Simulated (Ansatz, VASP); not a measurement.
# Two plane-wave programs on Ti

```
Ti
1.0
     2.95485    0.00000    0.00000
    -1.47743    2.55898    0.00000
     0.00000    0.00000    9.45560
Ti
4
Direct
  0.00000 0.00000 0.00000
  0.00000 0.00000 0.50000
  0.33333 0.66667 0.25000
  0.66667 0.33333 0.75000
```

Alike in both runs: functional revPBE; k mesh 12 × 12 × 4; occupations fermi-dirac, width 0.1 eV; no spin polarisation.

Ansatz relaxed the structure, and its values are those at the end. VASP's run is a single point on that final structure, the one shown.

|  | VASP | Ansatz |
| --- | --- | --- |
| version | VASP 6.6.1 | Ansatz 0.2.0 |
| potentials or method | VASP PAW PBE potentials, release 64 (Ti_sv), cutoff 520 eV | plane waves (420 eV) with PAW, scalar-relativistic |
| valence electrons in the cell | 48 | 48 |

```tsv
	VASP	Ansatz	Ansatz less VASP
pressure (GPa)	-0.2	0.0	+0.23
```

VASP's potentials were made for PBE, not for revPBE. With one functional, cell and mesh, what is left measures potentials, basis and numerics.
